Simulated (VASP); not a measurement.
Wanted: the native input for a VASP 6.6.1 run.

| Item | Value |
| --- | --- |
| Task | single point |
| Functional | r2SCAN |
| Potentials or basis | VASP PAW PBE potentials, release 64 (Al, Ru_pv) |
| Cutoff | 520 eV |
| k mesh | 14 × 14 × 14 |
| Occupations | gaussian, width 0.1 eV |
| Spin | no spin polarisation |
| Dipole correction | no |
| Further INCAR settings | ALGO = Normal; EDIFF = 1e-07; NBANDS = 16 |

AlRu:

```xyz
2
Lattice="2.8582 0.0000 0.0000 0.0000 2.8582 0.0000 0.0000 0.0000 2.8582" Properties=species:S:1:pos:R:3 pbc="T T T"
Al    0.0000    0.0000    0.0000
Ru    1.4291    1.4291    1.4291
```

The input as run:

POSCAR

```
AlRu
1.0
    2.8582011617      0.0000000000      0.0000000000
    0.0000000000      2.8582011617      0.0000000000
    0.0000000000      0.0000000000      2.8582011617
Al Ru
1 1
Direct
    0.0000000000      0.0000000000      0.0000000000
    0.5000000000      0.5000000000      0.5000000000
```

INCAR.step1

```
PREC     = Accurate       # precision mode
ENCUT    = 520            # plane-wave cutoff, eV
ISMEAR   = 0              # smearing method
SIGMA    = 0.1            # smearing width, eV
LREAL    = False          # projectors in reciprocal space
LASPH    = True           # aspherical terms in the spheres
NELM     = 60             # most SCF steps
NBANDS   = 16             # bands
GGA      = PE             # functional
ALGO     = Normal         # electronic algorithm
EDIFF    = 1E-4           # SCF threshold, eV
LWAVE    = True           # write WAVECAR
LCHARG   = False          # write CHGCAR
```

INCAR.step2

```
PREC     = Accurate       # precision mode
ENCUT    = 520            # plane-wave cutoff, eV
EDIFF    = 1E-7           # SCF threshold, eV
ISMEAR   = 0              # smearing method
SIGMA    = 0.1            # smearing width, eV
LREAL    = False          # projectors in reciprocal space
LASPH    = True           # aspherical terms in the spheres
NELM     = 60             # most SCF steps
ALGO     = Normal         # electronic algorithm
ISIF     = 2              # what is computed and relaxed
LWAVE    = False          # write WAVECAR
LCHARG   = False          # write CHGCAR
METAGGA  = R2SCAN         # meta-GGA
LMIXTAU  = True         
NBANDS   = 16             # bands
ISTART   = 1
```

KPOINTS

```
Automatic mesh
0
Gamma
  14 14 14
```

Potentials or basis: VASP PAW PBE potentials, release 64 (Al, Ru_pv).

Launch:

```bash
$ cat potpaw_PBE.64/Al/POTCAR potpaw_PBE.64/Ru_pv/POTCAR > POTCAR
$ cp INCAR.step1 INCAR
$ mpirun -np 1 vasp_std > vasp.out
$ cp INCAR.step2 INCAR
$ mpirun -np 1 vasp_std > vasp.out
```

Results of the run:

```
Pressure               : 37.7 GPa
Band gap on the k mesh : zero (an odd number of electrons rules out a gap without spin polarisation)
```

Caveat: the cell stands under pressure; the PAW data sets were made with another functional, which shifts forces and pressure a little.

Run time: 2.3 min on 1 thread of Intel Xeon 8259CL, with other jobs on the host, peak memory 0.17 GiB.
